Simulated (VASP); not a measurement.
The system is Ru.

```
Ru
1.0
     2.70580    0.00000    0.00000
    -1.35290    2.34329    0.00000
     0.00000    0.00000    4.28190
Ru
2
Direct
  0.33333 0.66667 0.25000
  0.66667 0.33333 0.75000
```

| Quantity | Value |
| --- | --- |
| Program | VASP 6.6.1 |
| Task | relaxation of cell and atoms |
| Functional | LDA |
| Potentials or basis | VASP PAW LDA potentials, release 64 (Ru_pv) |
| Cutoff | 600 eV |
| k mesh | 11 × 11 × 6 |
| Occupations | fermi-dirac, width 0.05 eV |
| Spin | no spin polarisation |

At the start: pressure -11.4 GPa; volume 13.57 Å³/atom.

Q: How do energy, volume and symmetry change on relaxing?

A: Over 4 steps the energy falls by 16.6 meV/atom and the volume is 13.13 Å³/atom (-3.3 %); space group P6_3/mmc (No. 194, to 0.1 Å) before and after.

The path:
| step | energy change (eV) | largest force (eV/Å) | pressure (GPa) | volume (Å³) |
| --- | --- | --- | --- | --- |
| 1 | 0.0000 | 0.0000 | -11.44 | 27.15 |
| 2 | 0.3705 | 0.0000 | 52.54 | 23.51 |
| 3 | -0.0332 | 0.0000 | -0.58 | 26.29 |
| 4 | -0.0333 | 0.0000 | -0.08 | 26.25 |

Final structure:
```
Ru
1.0
     2.67641    0.00000    0.00000
    -1.33821    2.31784    0.00000
     0.00000    0.00000    4.23217
Ru
2
Direct
  0.33333 0.66667 0.25000
  0.66667 0.33333 0.75000
```
